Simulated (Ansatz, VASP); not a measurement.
## Two plane-wave programs on P

```
P
1.0
     1.65820   -5.24200    0.00000
     1.65820    5.24200    0.00000
     0.00000    0.00000    4.37930
P
4
Cartesian
  1.6582 -4.1682 0.3495
  1.6582 -1.0738 2.5391
  1.6582 4.1682 4.0298
  1.6582 1.0738 1.8402
```

Alike in both runs: functional PBE; dispersion D3(BJ); k mesh 12 × 12 × 10; occupations gaussian, width 0.05 eV; no spin polarisation.

Ansatz relaxed the structure, and its values are those at the end. VASP's run is a single point on that final structure, the one shown.

```csv
,VASP,Ansatz
version,VASP 6.6.1,Ansatz 0.2.0
potentials or method,"VASP PAW PBE potentials, release 64 (P), cutoff 520 eV","scalar-relativistic, plane waves, PAW"
valence electrons in the cell,20,20
```

Ansatz gave:

- gap on the k mesh at the Fermi level (eV): none
- pressure (GPa): -1.8
- rms of the force components (eV/Å): 0.000

Task: Which values does VASP return?

Result: gap on the k mesh at the Fermi level (eV): none; pressure (GPa): -2.1; rms of the force components (eV/Å): 0.032.

A gap of «none» marks a metal or a gap that the smearing closes. Ansatz's warnings: stress scf threshold loose.
